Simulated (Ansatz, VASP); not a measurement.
W: VASP beside Ansatz

```
W
1.0
    -1.59146    1.59146    1.59146
     1.59146   -1.59146    1.59146
     1.59146    1.59146   -1.59146
W
1
Direct
  0.00000 0.00000 0.00000
```

Alike in both runs: functional PBE; k mesh 13 × 13 × 13; no spin polarisation.

Ansatz relaxed the structure, and its values are those at the end. VASP's run is a single point on that final structure, the one shown.

```csv
,VASP,Ansatz
version,VASP 6.6.1,Ansatz 0.2.0
potentials or method,"VASP PAW PBE potentials, release 64 (W_sv), cutoff 500 eV","plane waves, PAW"
occupations,"fermi-dirac, width 0.1 eV",fermi-dirac
valence electrons in the cell,14,14
```

|  | VASP | Ansatz | Ansatz less VASP |
| --- | --- | --- | --- |
| gap on the k mesh at the Fermi level (eV) | none | none | - |
| pressure (GPa) | 0.5 | 0.0 | -0.49 |

A gap of «none» marks a metal or a gap that the smearing closes.

Spin-orbit coupling is off throughout.
